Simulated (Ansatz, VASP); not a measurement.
# MgBe2SO2: VASP beside Ansatz

```
CELL_PARAMETERS angstrom
3.35115 0.00000 0.00000
0.00000 3.35115 0.00000
0.00000 0.00000 8.81312
ATOMIC_POSITIONS crystal
Mg 0.00000 0.00000 0.00000
Be 0.50000 0.50000 0.00000
Be 0.00000 0.00000 0.50000
S 0.50000 0.50000 0.50000
O 0.50000 0.00000 0.92058
O 0.00000 0.50000 0.07942
```

Change from the starting cell: species swapped into the Li2MgCdP2 type (P-4m2, No. 115).

Alike in both runs: functional PBE; k mesh 6 × 6 × 2; occupations gaussian, width 0.1 eV; no spin polarisation.

Ansatz relaxed the structure, and its values are those at the end. VASP's run is a single point on that final structure, the one shown.

|  | VASP | Ansatz |
| --- | --- | --- |
| version | VASP 6.6.1 | Ansatz 0.2.0 |
| potentials or method | VASP PAW PBE potentials, release 64 (Mg, Be, S, O), cutoff 520 eV | scalar-relativistic, plane waves, PAW |
| valence electrons in the cell | 24 | 32 |

|  | VASP | Ansatz | Ansatz less VASP |
| --- | --- | --- | --- |
| gap on the k mesh at the Fermi level (eV) | 0.27 | 0.26 | -0.003 |
| least direct gap on the mesh (eV) | 0.58 | 0.57 | -0.015 |
| pressure (GPa) | 0.2 | 0.0 | -0.19 |
| rms of the force components (eV/Å) | 0.010 | 0.002 | -0.0080 |

VASP's potentials hold 24 valence electrons a cell and Ansatz's 32, so a difference there can come from the potentials and not from the codes.
